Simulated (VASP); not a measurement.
# Ru (P6_3/mmc) in VASP: a series of runs

The runs below take Ru through single point, relaxation of shape and atoms at fixed volume, relaxation of cell and atoms, with PBEsol.

All numbers are computed with VASP 6.6.1; they aren't measurements. Logs are shortened: lines on timing, memory, paths and dates and some standing lists are left out, and cuts for length are marked.

## 1. The cell of the first run

The structure is hexagonal, space group P6_3/mmc (No. 194). Conventional cell: a = 2.710 Å, b = 2.710 Å, c = 4.277 Å, α = 90.00°, β = 90.00°, γ = 120.00°. Ru (site symmetry -6m2) has 12 Ru at 2.65 to 2.71 Å within 3.5 Å.

## 2. Single point, PBEsol (13.61 Å³/atom)

Contents of INCAR:

```
ALGO = Fast
EDIFF = 1E-6
ENCUT = 520
GGA = PS
ISIF = 2
ISMEAR = -1
LASPH = T
LCHARG = T
LELF = T
LREAL = F
LVHAR = T
LWAVE = F
NBANDS = 21
NELM = 60
PREC = Accurate
SIGMA = 0.15
```

Contents of KPOINTS:

```
k-points
0
Gamma
  18 18 10
```

Contents of POSCAR:

```
Ru
1.0
    2.7103328115      0.0000000000      0.0000000000
   -1.3551664058      2.3472170675      0.0000000000
    0.0000000000      0.0000000000      4.2773322269
Ru
2
Direct
    0.3333333333      0.6666666667      0.2500000000
    0.6666666667      0.3333333333      0.7500000000
```

Potentials or basis: VASP PAW PBE potentials, release 64 (Ru_pv).

Command:

```sh
$ cat potpaw_PBE.64/Ru_pv/POTCAR > POTCAR
$ mpirun -np 1 vasp_std > vasp.out
```

OUTCAR:

```text
EDIFF = 1E-6
   ENCUT = 520
   GGA = PS
   ISIF = 2
   ISMEAR = -1
   LASPH = T
   LREAL = F
   NELM = 60
   PREC = Accurate

 ion  position               nearest neighbor table
   1  0.333  0.667  0.250-   2 2.65   2 2.65   2 2.65   2 2.65   2 2.65   2 2.65
   2  0.667  0.333  0.750-   1 2.65   1 2.65   1 2.65   1 2.65   1 2.65   1 2.65

  LATTYP: Found a hexagonal cell.
 ALAT       =     2.7103328115
 C/A-ratio  =     1.5781575638

  Lattice vectors:

 A1 = (   2.7103328115,   0.0000000000,   0.0000000000)
 A2 = (  -1.3551664058,   2.3472170675,   0.0000000000)
 A3 = (   0.0000000000,   0.0000000000,   4.2773322269)

Analysis of symmetry for initial positions (statically):
=====================================================================
 Subroutine PRICEL returns:
 Original cell was already a primitive cell.

 Routine SETGRP: Setting up the symmetry group for a
 hexagonal supercell.

 Subroutine GETGRP returns: Found 24 space group operations
 (whereof 12 operations were pure point group operations)
 out of a pool of 24 trial point group operations.

The static configuration has the point symmetry D_3d.
 The point group associated with its full space group is D_6h.

Analysis of symmetry for dynamics (positions and initial velocities):
=====================================================================
 Subroutine PRICEL returns:
 Original cell was already a primitive cell.

 Routine SETGRP: Setting up the symmetry group for a
 hexagonal supercell.

 Subroutine GETGRP returns: Found 24 space group operations
 (whereof 12 operations were pure point group operations)
 out of a pool of 24 trial point group operations.

The dynamic configuration has the point symmetry D_3d.
 The point group associated with its full space group is D_6h.

 Subroutine INISYM returns: Found 24 space group operations
 (whereof 12 operations are pure point group operations),
 and found     1 'primitive' translations

----------------------------------------------------------------------------------------

                                     Primitive cell

  volume of cell :      27.2113

  direct lattice vectors                    reciprocal lattice vectors
     2.710332811  0.000000000  0.000000000     0.368958379  0.213018219  0.000000000
    -1.355166406  2.347217067  0.000000000     0.000000000  0.426036439  0.000000000
     0.000000000  0.000000000  4.277332227     0.000000000  0.000000000  0.233790584

  length of vectors
     2.710332811  2.710332812  4.277332227     0.426036439  0.426036439  0.233790584

  position of ions in fractional coordinates (direct lattice)
     0.333333333  0.666666667  0.250000000
     0.666666667  0.333333333  0.750000000

  ion indices of the primitive-cell ions
   primitive index   ion index
                 1           1
                 2           2

----------------------------------------------------------------------------------------

 KPOINTS: k-points

Automatic generation of k-mesh.
 Grid dimensions read from file:
 generate k-points for:   18   18   10

 Generating k-lattice:

  Cartesian coordinates                     Fractional coordinates (reciprocal lattice)
     0.020497688  0.011834346  0.000000000     0.055555556  0.000000000  0.000000000
     0.000000000  0.023668691  0.000000000     0.000000000  0.055555556  0.000000000
     0.000000000  0.000000000  0.023379058     0.000000000  0.000000000  0.100000000

  Length of vectors
     0.023668691  0.023668691  0.023379058

  Shift w.r.t. Gamma in fractional coordinates (k-lattice)
     0.000000000  0.000000000  0.000000000

 Subroutine IBZKPT returns following result:
 ===========================================

 Found    222 irreducible k-points:

 Following reciprocal coordinates:
            Coordinates               Weight
  0.000000  0.000000  0.000000      1.000000
  0.055556 -0.000000  0.000000      6.000000
  0.111111 -0.000000  0.000000      6.000000
  0.166667 -0.000000  0.000000      6.000000
  0.222222 -0.000000  0.000000      6.000000
  0.277778  0.000000  0.000000      6.000000
[... 16 lines left out ...]
  0.333333  0.111111  0.000000     12.000000
  0.388889  0.111111  0.000000     12.000000
 [... further k-points ...]
   k-points           NKPTS =    222   k-points in BZ     NKDIM =    222   number of bands    NBANDS=     21
   number of dos      NEDOS =    301   number of ions     NIONS =      2
   total plane-waves  NPLWV =  12800
   dimension x,y,z NGX =    20 NGY =   20 NGZ =   32
   dimension x,y,z NGXF=    40 NGYF=   40 NGZF=   64
   ions per type =               2
   NGX,Y,Z   is equivalent  to a cutoff of  12.27, 12.27, 12.44 a.u.
   NGXF,Y,Z  is equivalent  to a cutoff of  24.54, 24.54, 24.87 a.u.
 SYSTEM =  unknown system
   PREC   = accura    normal or accurate (medium, high low for compatibility)
   ISTART =      0    job   : 0-new  1-cont  2-samecut
   ICHARG =      2    charge: 1-file 2-atom 10-const
   ISPIN  =      1    spin polarized calculation?
   LNONCOLLINEAR =      F non collinear calculations
   LSORBIT =      F    spin-orbit coupling
   LASPH  =      T    aspherical Exc in radial PAW
   ENCUT  =  520.0 eV  38.22 Ry    6.18 a.u.   5.04  5.04  7.95*2*pi/ulx,y,z
   NELM   =     60;   NELMIN=  2; NELMDL= -5     # of ELM steps
   EDIFF  = 0.1E-05   stopping-criterion for ELM
   LREAL  =      F    real-space projection
   EDIFFG = 0.1E-04   stopping-criterion for IOM
   NSW    =      0    number of steps for IOM
   IBRION =     -1    ionic relax: 0-MD 1-quasi-New 2-CG
   NFREE  =      0    steps in history (QN), initial steepest desc. (CG)
   ISIF   =      2    stress and relaxation
   ISYM   =      2    0-nonsym 1-usesym 2-fastsym
   POTIM  = 0.5000    time-step for ionic-motion
   TEBEG  =    0.0;   TEEND  =   0.0 temperature during run
   PSTRESS=    0.0 pullay stress
   NELECT =      28.0000    total number of electrons
   NUPDOWN=      -1.0000    fix difference up-down
   EMIN   =  10.00;   EMAX   =-10.00  energy-range for DOS
   EFERMI =   0.00;   METHOD = LEGACY
   ISMEAR =    -1;   SIGMA  =   0.15  broadening in eV -4-tet -1-fermi 0-gaus
   EFERMI_NEDOS =   21; number of points for ismear=-14 and -15
   IALGO  =     68    algorithm
   IMIX   =      4    mixing-type and parameters
     AMIX     =   0.40;   BMIX     =  1.00
     AMIX_MAG =   1.60;   BMIX_MAG =  1.00
  volume/ion in A,a.u.               =      13.61        91.82
  Fermi-wavevector in a.u.,A,eV,Ry     =   1.652765  3.123274 37.166131  2.731634
  Thomas-Fermi vector in A             =   2.741319
   LORBIT       =      0    0 simple, 1 ext, 2 COOP (PROOUT), +10 PAW based schemes
   GGA     = PS    functional components
   LHFCALC =     F    Hartree Fock is set to
   AEXX    =    0.0000 exact exchange contribution
   IVDW    =     0    specifies the selected vdW correction
   LEPSILON=     F    determine dielectric tensor
   LRPA    =     F    only Hartree local field effects (RPA)
 non-spin polarized calculation
 RMM-DIIS sequential band-by-band and
  energy-cutoff  :      520.00
  volume of cell :       27.21
 maximum number of plane-waves:       754
   NGX = 11   NGY = 11   NGZ = 15

 number of electron      28.0000008 magnetization

 Free energy of the ion-electron system (eV)
  ---------------------------------------------------
  ext. energy  EPLUGINS =         0.00000000
  ---------------------------------------------------
  free energy    TOTEN  =       -20.39055790 eV

  energy without entropy =      -20.26595090  energy(sigma->0) =      -20.32825440

 E-fermi :  12.6738     XC(G=0): -14.2670

 val. band max:       12.6543753964   @ k =   0.1667   0.1111   0.3000
 cond. band min:      12.6744210497   @ k =   0.2222   0.1111   0.1000
 fundamental gap:      0.0200456533
 Fermi energy:        12.6737774466

 k-point     1 :       0.0000    0.0000    0.0000
  band No.  band energies     occupation
      1     -30.9330      2.00000
      2     -29.9990      2.00000
      3     -29.9990      2.00000
      4     -29.8266      2.00000
      5     -29.8266      2.00000
      6     -29.7838      2.00000
[... 13 lines left out ...]
     20      22.9507      0.00000
     21      23.0600      0.00000

 k-point     2 :       0.0556   -0.0000    0.0000
  band No.  band energies     occupation
      1     -30.9225      2.00000
      2     -30.0213      2.00000
      3     -30.0066      2.00000
      4     -29.8500      2.00000
      5     -29.8296      2.00000
      6     -29.7887      2.00000
[... 13 lines left out ...]
     20      22.9506      0.00000
     21      23.0516      0.00000

 k-point     3 :       0.1111   -0.0000    0.0000
  band No.  band energies     occupation
      1     -30.8914      2.00000
      2     -30.0856      2.00000
      3     -30.0282      2.00000
      4     -29.9166      2.00000
      5     -29.8385      2.00000
      6     -29.8036      2.00000
[... 13 lines left out ...]
     20      22.9506      0.00000
     21      23.0289      0.00000

 k-point     4 :       0.1667   -0.0000    0.0000
  band No.  band energies     occupation
      1     -30.8418      2.00000
      2     -30.1841      2.00000
      3     -30.0603      2.00000
      4     -30.0170      2.00000
      5     -29.8529      2.00000
      6     -29.8285      2.00000
[... 13 lines left out ...]
     20      22.9505      0.00000
     21      23.0025      0.00000

 k-point     5 :       0.2222   -0.0000    0.0000
  band No.  band energies     occupation
      1     -30.7766      2.00000
      2     -30.3050      2.00000
      3     -30.1371      2.00000
      4     -30.0986      2.00000
      5     -29.8716      2.00000
      6     -29.8631      2.00000
[... 13 lines left out ...]
     20      22.9503      0.00000
     21      22.9834      0.00000
[... 382 lines left out ...]
     20      22.9746      0.00000
     21      25.8302      0.00000

 k-point    22 :       0.2778    0.1111    0.0000
  band No.  band energies     occupation
      1     -30.5947      2.00000
      2     -30.5409      2.00000
      3     -30.4061      2.00000
      4     -30.1877      2.00000
      5     -29.9736      2.00000
      6     -29.9627      2.00000
[... 13 lines left out ...]
     20      23.3483      0.00000
     21      24.0587      0.00000

 k-point    23 :       0.3333    0.1111    0.0000
  band No.  band energies     occupation
      1     -30.6330      2.00000
      2     -30.5162      2.00000
      3     -30.4679      2.00000
      4     -30.2348      2.00000
      5     -30.0284      2.00000
      6     -29.9836      2.00000
[... 13 lines left out ...]
     20      23.7919      0.00000
     21      25.3302      0.00000

 k-point    24 :       0.3889    0.1111    0.0000
  band No.  band energies     occupation
      1     -30.6928      2.00000
      2     -30.5081      2.00000
      3     -30.4525      2.00000
      4     -30.2651      2.00000
      5     -30.0766      2.00000
      6     -29.9971      2.00000
[... 13 lines left out ...]
     20      24.5981      0.00000
     21      24.7407      0.00000

 [... further k-points ...]

------------------------ aborting loop because EDIFF is reached ----------------------------------------

  FORCE on cell =-STRESS in cart. coord.  units (eV):
  Direction    XX          YY          ZZ          XY          YZ          ZX
  --------------------------------------------------------------------------------------
  -------------------------------------------------------------------------------------
  Total       -1.1146558     -1.1146558     -1.1107697      0.0000000      0.0000000     -0.0000000
  in kB      -65.6300169    -65.6300169    -65.4012026      0.0000000      0.0000000     -0.0000000
  external PRESSURE =     -65.5537455 kB  Pullay stress =       0.0000000 kB

 VOLUME and BASIS-vectors are now :
 -----------------------------------------------------------------------------
  energy-cutoff  :      520.00
  volume of cell :       27.21
      direct lattice vectors                 reciprocal lattice vectors
     2.710332811  0.000000000  0.000000000     0.368958379  0.213018219  0.000000000
    -1.355166406  2.347217067  0.000000000     0.000000000  0.426036439  0.000000000
     0.000000000  0.000000000  4.277332227     0.000000000  0.000000000  0.233790584

 POSITION                                       TOTAL-FORCE (eV/Angst)
 -----------------------------------------------------------------------------------
     -0.00000      1.56481      1.06933         0.000000     -0.000000      0.000000
      1.35517      0.78241      3.20800        -0.000000      0.000000      0.000000
 -----------------------------------------------------------------------------------
    total drift:                                0.000000     -0.000000      0.000000

  FREE ENERGIE OF THE ION-ELECTRON SYSTEM (eV)
  ---------------------------------------------------
  free  energy   TOTEN  =       -20.3905578965 eV

  energy  without entropy=      -20.2659509010  energy(sigma->0) =      -20.32825440
```

It took 2.7 min on 1 thread of Intel Xeon 8259CL, shared host; peak memory 0.22 GiB.

Results:

* Free energy: -20.3906 eV
* Pressure: -6.6 GPa
* Band gap on the k mesh: zero (bands 14 and 15 overlap by 3.11 eV)

Caveat: the cell stands under tension; the PAW data sets were made with another functional, which shifts forces and pressure a little.

## 3. Relaxation of shape and atoms at fixed volume, PBEsol (13.07 Å³/atom)

This run uses another cell than the first one, of 13.07 Å³/atom.

Contents of INCAR:

```
ALGO     = Fast           # electronic algorithm
EDIFF    = 1E-7           # SCF threshold, eV
EDIFFG   = -0.001         # ionic threshold
ENCUT    = 600            # plane-wave cutoff, eV
GGA      = PS             # functional
IBRION   = 2              # ionic algorithm
ISIF     = 4              # what is computed and relaxed
ISMEAR   = -1             # smearing method
LASPH    = True           # aspherical terms in the spheres
LCHARG   = False          # write CHGCAR
LREAL    = False          # projectors in reciprocal space
LWAVE    = False          # write WAVECAR
NELM     = 100            # most SCF steps
NSW      = 80             # ionic steps
PREC     = Accurate       # precision mode
SIGMA    = 0.15           # smearing width, eV
```

KPOINTS is that of step 2.

Contents of POSCAR:

```
Ru
1.0
    2.6736271140      0.0000000000      0.0000000000
   -1.3368135570      2.3154290010      0.0000000000
    0.0000000000      0.0000000000      4.2232078816
Ru
2
Direct
    0.3333333333      0.6666666667      0.2500000000
    0.6666666667      0.3333333333      0.7500000000
```

Potentials or basis: VASP PAW PBE potentials, release 64 (Ru_pv).

Command:

```sh
$ cat potpaw_PBE.64/Ru_pv/POTCAR > POTCAR
$ mpirun -np 1 vasp_std > vasp.out
```

It took 8.3 min on 1 thread of Intel Xeon 8259CL, shared host; peak memory 0.24 GiB.

It converged, with:

```
Free energy               : -20.3896 eV
Energy gained by relaxing : 0.0 meV/atom
Ionic steps               : 6
Pressure after relaxing   : 7.2 GPa
Band gap on the k mesh    : zero (bands 14 and 15 overlap by 3.32 eV)
```

Final structure:
```yaml
crystal:
  lattice:
    - [2.67277, 0.00000, 0.00000]
    - [-1.33639, 2.31469, 0.00000]
    - [0.00000, 0.00000, 4.22590]
  atoms:
    - { symbol: Ru, position: [0.33333, 0.66667, 0.25000] }
    - { symbol: Ru, position: [0.66667, 0.33333, 0.75000] }
```

Levels at points of the mesh, in eV from the Fermi level:
| k point | band 11 | band 12 | band 13 | band 14 | band 15 | band 16 | band 17 | band 18 |
| --- | --- | --- | --- | --- | --- | --- | --- | --- |
| (0.00, 0.00, 0.00) | -2.57 | -2.04 | -2.04 | -1.49 | -1.49 | 1.25 | 1.25 | 1.28 |
| (0.50, 0.00, 0.00) | -2.20 | -1.91 | -1.61 | 1.52 | 1.97 | 2.06 | 4.26 | 6.36 |
| (0.00, 0.00, 0.50) | -2.95 | -2.95 | -2.87 | -2.87 | 0.58 | 0.58 | 0.58 | 0.58 |
| (0.50, 0.00, 0.50) | -1.14 | -1.14 | 0.44 | 0.44 | 1.79 | 1.79 | 3.51 | 3.51 |

Caveat: the PAW data sets were made with another functional, which shifts forces and pressure a little.

## 4. Relaxation of cell and atoms, PBEsol

This run uses another cell than the first one, of 13.32 Å³/atom.

Contents of INCAR:

```
PREC     = Accurate       # precision mode
ENCUT    = 600            # plane-wave cutoff, eV
EDIFF    = 1E-7           # SCF threshold, eV
ISMEAR   = -1             # smearing method
SIGMA    = 0.15           # smearing width, eV
LREAL    = False          # projectors in reciprocal space
LASPH    = True           # aspherical terms in the spheres
NELM     = 80             # most SCF steps
ALGO     = Fast           # electronic algorithm
ISIF     = 3              # what is computed and relaxed
LWAVE    = False          # write WAVECAR
LCHARG   = False          # write CHGCAR
GGA      = PS             # functional
IBRION   = 2              # ionic algorithm
NSW      = 80             # ionic steps
EDIFFG   = -0.001         # ionic threshold
```

Contents of KPOINTS:

```
Automatic mesh
0
Gamma
  18 18 10
```

Contents of POSCAR:

```
Ru
1.0
    2.6895240877      0.0000000000      0.0000000000
   -1.3447620438      2.3291961840      0.0000000000
    0.0000000000      0.0000000000      4.2519206304
Ru
2
Direct
    0.3333333333      0.6666666667      0.2500000000
    0.6666666667      0.3333333333      0.7500000000
```

Command:

```sh
$ cat potpaw_PBE.64/Ru_pv/POTCAR > POTCAR
$ mpirun -np 1 vasp_std > vasp.out
```

It took 11 min on 1 thread of Intel Xeon 8259CL, shared host; peak memory 0.25 GiB.

Results (log left out):

* Free energy: -20.4019 eV
* Relaxed volume: 13.34 Å³/atom
* Relaxed cell: a = 2.691 Å, b = 2.691 Å, c = 4.252 Å, α = 90.00°, β = 90.00°, γ = 120.00°
* Space group after relaxing (to 0.1 Å): P6_3/mmc (No. 194)
* Energy gained by relaxing: 0.0 meV/atom
* Ionic steps: 6
* Pressure after relaxing: 0.0 GPa
* Band gap on the k mesh: zero (bands 14 and 15 overlap by 3.21 eV)

Final structure:
```
Ru
1.0
     2.69144    0.00000    0.00000
    -1.34572    2.33086    0.00000
     0.00000    0.00000    4.25155
Ru
2
Cartesian
  0.0000 1.5539 1.0629
  1.3457 0.7770 3.1887
```

Levels at points of the mesh, in eV from the Fermi level:
| k point | band 12 | band 13 | band 14 | band 15 | band 16 | band 17 |
| --- | --- | --- | --- | --- | --- | --- |
| (0.00, 0.00, 0.00) | -1.98 | -1.98 | -1.45 | -1.45 | 1.22 | 1.22 |
| (0.50, 0.00, 0.00) | -1.88 | -1.57 | 1.46 | 1.90 | 1.99 | 4.14 |
| (0.00, 0.00, 0.50) | -2.86 | -2.80 | -2.80 | 0.56 | 0.56 | 0.56 |
| (0.50, 0.00, 0.50) | -1.11 | 0.43 | 0.43 | 1.73 | 1.73 | 3.42 |

Caveat: the PAW data sets were made with another functional, which shifts forces and pressure a little.

## 5. Summary

```tsv
task	cell	cutoff (eV)	gap on the mesh (eV)	pressure (GPa)
single point	a = 2.710, b = 2.710, c = 4.277 Å, angles 90.0, 90.0, 120.0°, 2 atoms	520	none	-6.6
relaxation of shape and atoms at fixed volume	relaxed from a = 2.674, b = 2.674, c = 4.223 Å, angles 90.0, 90.0, 120.0°, 2 atoms	600	none	7.2
relaxation of cell and atoms	relaxed from a = 2.690, b = 2.690, c = 4.252 Å, angles 90.0, 90.0, 120.0°, 2 atoms	600	none	0.0
```

Alike in all rows: level PBEsol; potentials or basis VASP PAW PBE potentials, release 64 (Ru_pv); no spin polarisation; k mesh 18 × 18 × 10; smearing fermi-dirac 0.15 eV.

Caveats: the PAW data sets were made with another functional, which shifts forces and pressure a little; the cell stands under tension (at least some runs).

Total energies depend on the potentials used, so only differences within one code and one set of settings carry meaning.
